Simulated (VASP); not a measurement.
A run of VASP 6.6.1:

File INCAR:

```
SYSTEM = MnO
  PREC = Accurate
  ENCUT = 520
  EDIFF = 1E-7
  ISMEAR = 0
  SIGMA = 0.1
  LREAL = .False.
  LASPH = .True.
  NELM = 80
  ALGO = Normal
  ISIF = 2
  LWAVE = .False.
  LCHARG = .False.
  GGA = PE
  NBANDS = 27
```

The input KPOINTS:

```
regular mesh
0
Gamma
  6 6 4
  0 0 0
```

The input POSCAR:

```
MnO
1.0
    3.3717009293      0.0000000000      0.0000000000
   -1.6858504646      2.9199786587      0.0000000000
    0.0000000000      0.0000000000      5.3855000000
Mn O
2 2
Direct
    0.3333333333      0.6666666667      0.0109600000
    0.6666666667      0.3333333333      0.5109600000
    0.3333333333      0.6666666667      0.3754700000
    0.6666666667      0.3333333333      0.8754700000
```

Potentials or basis: VASP PAW PBE potentials, release 64 (Mn_pv, O).

Launch:

```sh
$ cat potpaw_PBE.64/Mn_pv/POTCAR potpaw_PBE.64/O/POTCAR > POTCAR
$ mpirun -np 1 vasp_std > vasp.out
```

Hardware: 1 thread of AMD EPYC 7R13 (shared host).

Question: How long does it take, and how much memory?

Answer: Run time: 61 s on 1 thread of AMD EPYC 7R13 (shared host), peak memory 0.18 GiB. Counts: scf iterations 17, k points 21.
